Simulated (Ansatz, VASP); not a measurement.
# Two plane-wave programs on BN

```
B N
1.0
     2.50611    0.00000    0.00000
    -1.25306    2.17036    0.00000
     0.00000    0.00000    6.59240
B N
2 2
Direct
  0.00000 0.00000 0.50000
  0.33333 0.66667 0.00000
  0.00000 0.00000 0.00000
  0.66667 0.33333 0.50000
```

Alike in both runs: functional PBE; dispersion D3(BJ); k mesh 12 × 12 × 4; occupations gaussian, width 0.02 eV; no spin polarisation.

Ansatz relaxed the structure, and its values are those at the end. VASP's run is a single point on that final structure, the one shown.

|  | VASP | Ansatz |
| --- | --- | --- |
| version | VASP 6.6.1 | Ansatz 0.2.0 |
| potentials or method | VASP PAW PBE potentials, release 64 (B, N), cutoff 520 eV | scalar-relativistic, plane waves, PAW |
| valence electrons in the cell | 16 | 16 |

Ansatz gave:

| Item | Value |
| --- | --- |
| gap on the k mesh at the Fermi level (eV) | 4.36 |
| least direct gap on the mesh (eV) | 4.47 |
| pressure (GPa) | 0.0 |

Task: Which values does VASP return?

Result: gap on the k mesh at the Fermi level (eV): 4.35; least direct gap on the mesh (eV): 4.46; pressure (GPa): 0.1.
